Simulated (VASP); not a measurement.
# B2Br in VASP: single point with PBE

Aim: the single point of B2Br with PBE.

All numbers are computed with VASP 6.6.1; they aren't measurements. Logs are shortened: lines on timing, memory, paths and dates and some standing lists are left out, and cuts for length are marked.

### Step 1. The cell of the first run

The typed cell holds 6 atoms: a = 3.745 Å, b = 3.745 Å, c = 9.174 Å, α = 90.00°, β = 90.00°, γ = 120.00°.

### Step 2. Single point, PBE

INCAR reads:

```
SYSTEM = B2Br
ALGO = Normal ; EDIFF = 1E-7
ENCUT = 520 ; GGA = PE
ISIF = 2 ; ISMEAR = -1
LASPH = .TRUE. ; LCHARG = .FALSE.
LREAL = .FALSE. ; LWAVE = .FALSE.
NBANDS = 22 ; NELM = 100
PREC = Accurate ; SIGMA = 0.1
```

KPOINTS reads:

```
k-points
0
G
  10 10 4
  0 0 0
```

POSCAR reads:

```
B2Br
1.0
    3.7453440000      0.0000000000      0.0000000000
   -1.8726720000      3.2435660000      0.0000000000
    0.0000000000      0.0000000000      9.1740760000
B Br
4 2
Direct
    0.0000000000      0.0000000000      0.3800000000
    0.0000000000      0.0000000000      0.6200000000
    0.6667000000      0.3333000000      0.0230000000
    0.3333000000      0.6667000000      0.9770000000
    0.6667000000      0.3333000000      0.3060000000
    0.3333000000      0.6667000000      0.6940000000
```

Potentials or basis: VASP PAW PBE potentials, release 64 (B, Br).

On the command line:

```
> cat potpaw_PBE.64/B/POTCAR potpaw_PBE.64/Br/POTCAR > POTCAR
> mpirun -np 1 vasp_std > vasp.out
```

OUTCAR:

```text
SYSTEM = B2Br
   EDIFF = 1E-7
   ENCUT = 520
   GGA = PE
   ISIF = 2
   ISMEAR = -1
   LASPH = .TRUE.
   LREAL = .FALSE.
   NELM = 100
   PREC = Accurate

 ion  position               nearest neighbor table
   1  0.000  0.000  0.380-   5 2.27   5 2.27   5 2.27
   2  0.000  0.000  0.620-   6 2.27   6 2.27   6 2.27
   3  0.667  0.333  0.023-
   4  0.333  0.667  0.977-
   5  0.667  0.333  0.306-   1 2.27   1 2.27   1 2.27
   6  0.333  0.667  0.694-   2 2.27   2 2.27   2 2.27

  LATTYP: Found a hexagonal cell.
 ALAT       =     3.7453440000
 C/A-ratio  =     2.4494615181

  Lattice vectors:

 A1 = (   3.7453440000,   0.0000000000,   0.0000000000)
 A2 = (  -1.8726720000,   3.2435660000,   0.0000000000)
 A3 = (   0.0000000000,   0.0000000000,   9.1740760000)

Analysis of symmetry for initial positions (statically):
=====================================================================
 Subroutine PRICEL returns:
 Original cell was already a primitive cell.

 Routine SETGRP: Setting up the symmetry group for a
 hexagonal supercell.

 Subroutine GETGRP returns: Found  4 space group operations
 (whereof  4 operations were pure point group operations)
 out of a pool of 24 trial point group operations.

The static configuration has the point symmetry C_2h.

Analysis of symmetry for dynamics (positions and initial velocities):
=====================================================================
 Subroutine PRICEL returns:
 Original cell was already a primitive cell.

 Routine SETGRP: Setting up the symmetry group for a
 hexagonal supercell.

 Subroutine GETGRP returns: Found  4 space group operations
 (whereof  4 operations were pure point group operations)
 out of a pool of 24 trial point group operations.

The dynamic configuration has the point symmetry C_2h.

 Subroutine INISYM returns: Found  4 space group operations
 (whereof  4 operations are pure point group operations),
 and found     1 'primitive' translations

----------------------------------------------------------------------------------------

                                     Primitive cell

  volume of cell :     111.4492

  direct lattice vectors                    reciprocal lattice vectors
     3.745344000  0.000000000  0.000000000     0.266998172  0.154151326  0.000000000
    -1.872672000  3.243566000  0.000000000     0.000000000  0.308302652  0.000000000
     0.000000000  0.000000000  9.174076000     0.000000000  0.000000000  0.109002803

  length of vectors
     3.745344000  3.745346555  9.174076000     0.308302862  0.308302652  0.109002803

  position of ions in fractional coordinates (direct lattice)
     0.000000000  0.000000000  0.380000000
     0.000000000  0.000000000  0.620000000
     0.666700000  0.333300000  0.023000000
     0.333300000  0.666700000  0.977000000
     0.666700000  0.333300000  0.306000000
     0.333300000  0.666700000  0.694000000

  ion indices of the primitive-cell ions
   primitive index   ion index
                 1           1
                 2           2
                 3           3
                 4           4
                 5           5
                 6           6

----------------------------------------------------------------------------------------

 KPOINTS: k-points

Automatic generation of k-mesh.
 Grid dimensions read from file:
 generate k-points for:   10   10    4

 Generating k-lattice:

  Cartesian coordinates                     Fractional coordinates (reciprocal lattice)
     0.026699817  0.015415133  0.000000000     0.100000000  0.000000000  0.000000000
     0.000000000  0.030830265  0.000000000     0.000000000  0.100000000  0.000000000
     0.000000000  0.000000000  0.027250701     0.000000000  0.000000000  0.250000000

  Length of vectors
     0.030830286  0.030830265  0.027250701

  Shift w.r.t. Gamma in fractional coordinates (k-lattice)
     0.000000000  0.000000000  0.000000000

 Subroutine IBZKPT returns following result:
 ===========================================

 Found    117 irreducible k-points:

 Following reciprocal coordinates:
            Coordinates               Weight
  0.000000  0.000000  0.000000      1.000000
  0.100000 -0.000000  0.000000      4.000000
 -0.100000  0.100000  0.000000      2.000000
  0.200000 -0.000000  0.000000      4.000000
 -0.200000  0.200000  0.000000      2.000000
  0.300000 -0.000000  0.000000      4.000000
[... 16 lines left out ...]
  0.200000  0.200000  0.000000      2.000000
 -0.200000  0.400000  0.000000      4.000000
 [... further k-points ...]
   k-points           NKPTS =    117   k-points in BZ     NKDIM =    117   number of bands    NBANDS=     22
   number of dos      NEDOS =    301   number of ions     NIONS =      6
   total plane-waves  NPLWV =  54880
   dimension x,y,z NGX =    28 NGY =   28 NGZ =   70
   dimension x,y,z NGXF=    56 NGYF=   56 NGZF=  140
   ions per type =               4   2
   NGX,Y,Z   is equivalent  to a cutoff of  12.43, 12.43, 12.68 a.u.
   NGXF,Y,Z  is equivalent  to a cutoff of  24.86, 24.86, 25.37 a.u.
 SYSTEM =  B2Br
   PREC   = accura    normal or accurate (medium, high low for compatibility)
   ISTART =      0    job   : 0-new  1-cont  2-samecut
   ICHARG =      2    charge: 1-file 2-atom 10-const
   ISPIN  =      1    spin polarized calculation?
   LNONCOLLINEAR =      F non collinear calculations
   LSORBIT =      F    spin-orbit coupling
   LASPH  =      T    aspherical Exc in radial PAW
   ENCUT  =  520.0 eV  38.22 Ry    6.18 a.u.   6.96  6.96 17.06*2*pi/ulx,y,z
   NELM   =    100;   NELMIN=  2; NELMDL= -5     # of ELM steps
   EDIFF  = 0.1E-06   stopping-criterion for ELM
   LREAL  =      F    real-space projection
   EDIFFG = 0.1E-05   stopping-criterion for IOM
   NSW    =      0    number of steps for IOM
   IBRION =     -1    ionic relax: 0-MD 1-quasi-New 2-CG
   NFREE  =      0    steps in history (QN), initial steepest desc. (CG)
   ISIF   =      2    stress and relaxation
   ISYM   =      2    0-nonsym 1-usesym 2-fastsym
   POTIM  = 0.5000    time-step for ionic-motion
   TEBEG  =    0.0;   TEEND  =   0.0 temperature during run
   PSTRESS=    0.0 pullay stress
   NELECT =      26.0000    total number of electrons
   NUPDOWN=      -1.0000    fix difference up-down
   EMIN   =  10.00;   EMAX   =-10.00  energy-range for DOS
   EFERMI =   0.00;   METHOD = LEGACY
   ISMEAR =    -1;   SIGMA  =   0.10  broadening in eV -4-tet -1-fermi 0-gaus
   EFERMI_NEDOS =   21; number of points for ismear=-14 and -15
   IALGO  =     38    algorithm
   IMIX   =      4    mixing-type and parameters
     AMIX     =   0.40;   BMIX     =  1.00
     AMIX_MAG =   1.60;   BMIX_MAG =  1.00
  volume/ion in A,a.u.               =      18.57       125.35
  Fermi-wavevector in a.u.,A,eV,Ry     =   1.007798  1.904463 13.818862  1.015658
  Thomas-Fermi vector in A             =   2.140626
   LORBIT       =      0    0 simple, 1 ext, 2 COOP (PROOUT), +10 PAW based schemes
   GGA     = PE    functional components
   LHFCALC =     F    Hartree Fock is set to
   AEXX    =    0.0000 exact exchange contribution
   IVDW    =     0    specifies the selected vdW correction
   LEPSILON=     F    determine dielectric tensor
   LRPA    =     F    only Hartree local field effects (RPA)
 non-spin polarized calculation
  energy-cutoff  :      520.00
  volume of cell :      111.45
 maximum number of plane-waves:      3026
   NGX = 13   NGY = 13   NGZ = 35

 number of electron      25.9999999 magnetization

 Free energy of the ion-electron system (eV)
  ---------------------------------------------------
  ext. energy  EPLUGINS =         0.00000000
  ---------------------------------------------------
  free energy    TOTEN  =       -19.05678499 eV

  energy without entropy =      -18.94769720  energy(sigma->0) =      -19.00224110

 E-fermi :   3.1361     XC(G=0):  -8.9757

 val. band max:        3.1286291260   @ k =  -0.1000   0.2000   0.5000
 cond. band min:       3.1410010823   @ k =  -0.2000   0.2000   0.5000
 fundamental gap:      0.0123719562
 Fermi energy:         3.1360839467

 k-point     1 :       0.0000    0.0000    0.0000
  band No.  band energies     occupation
      1     -15.3092      2.00000
      2     -15.1194      2.00000
      3      -5.9611      2.00000
      4      -4.0919      2.00000
      5      -3.3018      2.00000
      6      -2.1999      2.00000
[... 14 lines left out ...]
     21       8.3061      0.00000
     22       8.3106      0.00000

 k-point     2 :       0.1000   -0.0000    0.0000
  band No.  band energies     occupation
      1     -15.2541      2.00000
      2     -15.0712      2.00000
      3      -5.8815      2.00000
      4      -4.2067      2.00000
      5      -3.3173      2.00000
      6      -2.7363      2.00000
[... 14 lines left out ...]
     21       7.9533      0.00000
     22       8.4433      0.00000

 k-point     3 :      -0.1000    0.1000    0.0000
  band No.  band energies     occupation
      1     -15.2541      2.00000
      2     -15.0712      2.00000
      3      -5.8815      2.00000
      4      -4.2068      2.00000
      5      -3.3174      2.00000
      6      -2.7370      2.00000
[... 14 lines left out ...]
     21       7.9527      0.00000
     22       8.4495      0.00000

 k-point     4 :       0.2000   -0.0000    0.0000
  band No.  band energies     occupation
      1     -15.1024      2.00000
      2     -14.9404      2.00000
      3      -5.7156      2.00000
      4      -4.6545      2.00000
      5      -4.0416      2.00000
      6      -3.0381      2.00000
[... 14 lines left out ...]
     21       7.4108      0.00000
     22       7.9112      0.00000

 k-point     5 :      -0.2000    0.2000    0.0000
  band No.  band energies     occupation
      1     -15.1024      2.00000
      2     -14.9404      2.00000
      3      -5.7157      2.00000
      4      -4.6549      2.00000
      5      -4.0423      2.00000
      6      -3.0380      2.00000
[... 417 lines left out ...]
 k-point    22 :       0.5000    0.4000    0.0000
  band No.  band energies     occupation
      1     -14.6276      2.00000
      2     -14.5738      2.00000
      3      -6.6094      2.00000
      4      -5.8480      2.00000
      5      -4.0195      2.00000
      6      -3.5911      2.00000
[... 14 lines left out ...]
     21       7.6577      0.00000
     22       7.8420      0.00000

 k-point    23 :       0.2000    0.2000    0.0000
  band No.  band energies     occupation
      1     -14.7939      2.00000
      2     -14.6875      2.00000
      3      -6.1073      2.00000
      4      -5.2266      2.00000
      5      -4.5599      2.00000
      6      -3.4881      2.00000
[... 14 lines left out ...]
     21       7.5299      0.00000
     22       8.3438      0.00000

 k-point    24 :      -0.2000    0.4000    0.0000
  band No.  band energies     occupation
      1     -14.7939      2.00000
      2     -14.6875      2.00000
      3      -6.1079      2.00000
      4      -5.2273      2.00000
      5      -4.5602      2.00000
      6      -3.4874      2.00000
[... 14 lines left out ...]
     21       7.5299      0.00000
     22       8.3455      0.00000

 [... further k-points ...]
[... 5 lines left out ...]
  --------------------------------------------------------------------------------------
  -------------------------------------------------------------------------------------
  Total       -5.7633552     -5.7657077     -8.8498439     -0.0020283      0.0000057     -0.0000099
  in kB      -82.8531796    -82.8869997   -127.2241064     -0.0291586      0.0000819     -0.0001416
  external PRESSURE =     -97.6547619 kB  Pullay stress =       0.0000000 kB

 VOLUME and BASIS-vectors are now :
 -----------------------------------------------------------------------------
  energy-cutoff  :      520.00
  volume of cell :      111.45
      direct lattice vectors                 reciprocal lattice vectors
     3.745344000  0.000000000  0.000000000     0.266998172  0.154151326  0.000000000
    -1.872672000  3.243566000  0.000000000     0.000000000  0.308302652  0.000000000
     0.000000000  0.000000000  9.174076000     0.000000000  0.000000000  0.109002803

 POSITION                                       TOTAL-FORCE (eV/Angst)
 -----------------------------------------------------------------------------------
      0.00000      0.00000      3.48615        -0.000521      0.000301      2.395584
      0.00000      0.00000      5.68793         0.000521     -0.000301     -2.395584
      1.87286      1.08108      0.21100         0.001432     -0.000827     -2.335777
     -0.00019      2.16249      8.96307        -0.001432      0.000827      2.335777
      1.87286      1.08108      2.80727         0.000482     -0.000278     -0.291504
     -0.00019      2.16249      6.36681        -0.000482      0.000278      0.291504
 -----------------------------------------------------------------------------------
    total drift:                                0.000000      0.000000     -0.000000

  FREE ENERGIE OF THE ION-ELECTRON SYSTEM (eV)
  ---------------------------------------------------
  free  energy   TOTEN  =       -19.0567849904 eV

  energy  without entropy=      -18.9476972017  energy(sigma->0) =      -19.00224110
```

Wall time 2.4 min (1 thread of AMD EPYC 9R45 (Zen 5), shared host); peak memory 0.35 GiB.

Results:

```
Free energy            : -19.0568 eV
Pressure               : -9.8 GPa
Largest force          : 2.396 eV/Å
Band gap on the k mesh : zero (bands 13 and 14 overlap by 1.75 eV)
```

Forces on the atoms (eV/Å):
```
B   -0.001  0.000  2.396
B    0.001  0.000 -2.396
B    0.001 -0.001 -2.336
B   -0.001  0.001  2.336
Br   0.000  0.000 -0.292
Br   0.000  0.000  0.292
```

Caveat: the cell stands under tension; forces of over 1 eV/Å act on the atoms, so gaps and moduli don't describe the material at rest.
